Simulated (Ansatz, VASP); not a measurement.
**BN in VASP and in Ansatz**

INCAR

```
SYSTEM = BN
PREC     = Accurate       ! precision mode
ENCUT    = 520            ! plane-wave cutoff, eV
EDIFF    = 1E-6           ! SCF threshold, eV
ISMEAR   = 0              ! smearing method
SIGMA    = 0.02           ! smearing width, eV
LREAL    = .FALSE.        ! projectors in reciprocal space
LASPH    = .TRUE.         ! aspherical terms in the spheres
NELM     = 60             ! most SCF steps
ALGO     = Normal         ! electronic algorithm
ISIF     = 2              ! what is computed and relaxed
LWAVE    = .FALSE.        ! write WAVECAR
LCHARG   = .FALSE.        ! write CHGCAR
GGA      = PS             ! functional
NBANDS   = 11             ! bands
```

Contents of KPOINTS:

```
Automatic mesh
0
G
  14 14 14
  0 0 0
```

File POSCAR:

```
BN
1.0
    0.0000000000      1.7728274865      1.7728274865
    1.7728274865      0.0000000000      1.7728274865
    1.7728274865      1.7728274865      0.0000000000
B N
1 1
Direct
    0.5000000000      0.5000000000      0.5000000000
    0.0000000000      0.0000000000      0.0000000000
```

Input for Ansatz:

```yaml
crystal:
  lattice:
    - [0.0, 1.7728274865, 1.7728274865]
    - [1.7728274865, 0.0, 1.7728274865]
    - [1.7728274865, 1.7728274865, 0.0]
  atoms:
    - { symbol: B, position: [0.5, 0.5, 0.5] }
    - { symbol: "N", position: [0.0, 0.0, 0.0] }
basis:
  ecutwfc: 420
kpoints:
  mp_grid: { grid: [14, 14, 14] }
hamiltonian:
  xc: pbesol
scf:
  occupations: { method: gaussian, width: 0.02 }
output:
  forces: true
  stress: true
  eigenvalues: true
  write_density: true
  write_potential: true
  elf: true
  volumetric_format: npy
```

Alike in both runs: task single point; functional PBEsol; k mesh 14 × 14 × 14; occupations gaussian, width 0.02 eV; no spin polarisation.

|  | VASP | Ansatz |
| --- | --- | --- |
| version | VASP 6.6.1 | Ansatz 0.2.0 |
| potentials or method | VASP PAW PBE potentials, release 64 (B, N), cutoff 520 eV | scalar-relativistic, plane waves, PAW |
| valence electrons in the cell | 8 | 8 |

Ansatz gave:

```
gap on the k mesh at the Fermi level (eV) : 0.94
least direct gap on the mesh (eV)         : 5.68
pressure (GPa)                            : -19.3
```

**Question.** What did VASP give for the same quantities?

**Answer.** gap on the k mesh at the Fermi level (eV): 0.94; least direct gap on the mesh (eV): 5.67; pressure (GPa): -19.2.

VASP's potentials were made for PBE, not for PBEsol.
